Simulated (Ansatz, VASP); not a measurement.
B in VASP and in Ansatz

Contents of POSCAR:

```
B
1.0
    2.3303638209      0.0000000000      0.0000000000
    0.0000000000      2.3303638209      0.0000000000
    0.0000000000      0.0000000000      1.5751467934
B
1
Direct
    0.5000000000      0.5000000000      0.5000000000
```

File INCAR.step1:

```
SYSTEM = B
  ALGO = Normal
  EDIFF = 1E-5
  ENCUT = 520
  GGA = PE
  ISIF = 2
  ISMEAR = -1
  LASPH = .True.
  LCHARG = .False.
  LREAL = .False.
  LWAVE = .True.
  NBANDS = 8
  NELM = 80
  PREC = Accurate
  SIGMA = 0.05
```

File INCAR.step2:

```
SYSTEM = B
  AEXX = 0.2
  AGGAC = 0.81
  AGGAX = 0.72
  ALDAC = 0.19
  ALGO = Normal
  EDIFF = 1E-7
  ENCUT = 520
  GGA = B3
  ISIF = 2
  ISMEAR = -1
  ISTART = 1
  LASPH = .True.
  LCHARG = .False.
  LHFCALC = .True.
  LREAL = .False.
  LWAVE = .False.
  NBANDS = 8
  NELM = 80
  PREC = Accurate
  PRECFOCK = Normal
  SIGMA = 0.05
```

Contents of KPOINTS:

```
k-points
0
Gamma
  6 6 8
  0 0 0
```

input.yaml

```yaml
crystal:
  lattice:
    - [2.3303638209, 0.0, 0.0]
    - [0.0, 2.3303638209, 0.0]
    - [0.0, 0.0, 1.5751467934]
  atoms:
    - { symbol: B, position: [0.5, 0.5, 0.5] }
hamiltonian:
  xc: b3lyp
  pseudopotentials: { kind: paw }
kpoints:
  mp_grid: { grid: [6, 6, 8] }
scf:
  occupations: { method: fermi_dirac, width: 0.05 }
output:
  forces: true
  stress: true
  eigenvalues: true
  write_density: true
  write_potential: true
  elf: true
  volumetric_format: npy
```

Alike in both runs: task single point; functional B3LYP; k mesh 6 × 6 × 8; occupations fermi-dirac, width 0.05 eV; no spin polarisation.

|  | VASP | Ansatz |
| --- | --- | --- |
| version | VASP 6.6.1 | Ansatz 0.2.0 |
| potentials or method | VASP PAW PBE potentials, release 64 (B) | Ansatz PAW |
| plane-wave cutoff (eV) | 520 | 420 |
| valence electrons in the cell | 3 | 3 |

```csv
,VASP,Ansatz,Ansatz less VASP
gap on the k mesh at the Fermi level (eV),none,none,-
pressure (GPa),4.5,4.9,+0.36
"traceless stress, the component that is largest in VASP (GPa)",-11.22,-10.56,+0.662
```

VASP's potentials were made for PBE, not for B3LYP. A gap of «none» marks a metal or a gap that the smearing closes.

The k mesh is coarse, so the values compare programs but aren't converged.
